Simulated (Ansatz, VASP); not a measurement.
**W in VASP and in Ansatz**

```
W
1.0
    -1.51744    1.51744    1.55737
     1.51744   -1.51744    1.55737
     1.51744    1.51744   -1.55737
W
1
Direct
  0.00000 0.00000 0.00000
```

Change from the starting cell: strain -0.050 along x and y, -0.025 along z, atoms carried along.

Alike in both runs: task single point; functional PBEsol; k mesh 20 × 20 × 20; occupations gaussian, width 0.15 eV; no spin polarisation.

|  | VASP | Ansatz |
| --- | --- | --- |
| version | VASP 6.6.1 | Ansatz 0.2.0 |
| potentials or method | VASP PAW PBE potentials, release 64 (W_sv), cutoff 520 eV | scalar-relativistic, plane waves, PAW |
| valence electrons in the cell | 14 | 14 |

|  | VASP | Ansatz | Ansatz less VASP |
| --- | --- | --- | --- |
| gap on the k mesh at the Fermi level (eV) | none | none | - |
| pressure (GPa) | 36.2 | 35.0 | -1.26 |
| traceless stress, the component that is largest in VASP (GPa) | -7.18 | -7.16 | +0.024 |

VASP's potentials were made for PBE, not for PBEsol. A gap of «none» marks a metal or a gap that the smearing closes. Both programs put the cell under a high pressure, so it lies far from rest at this level.

Neither program's run includes spin-orbit coupling.
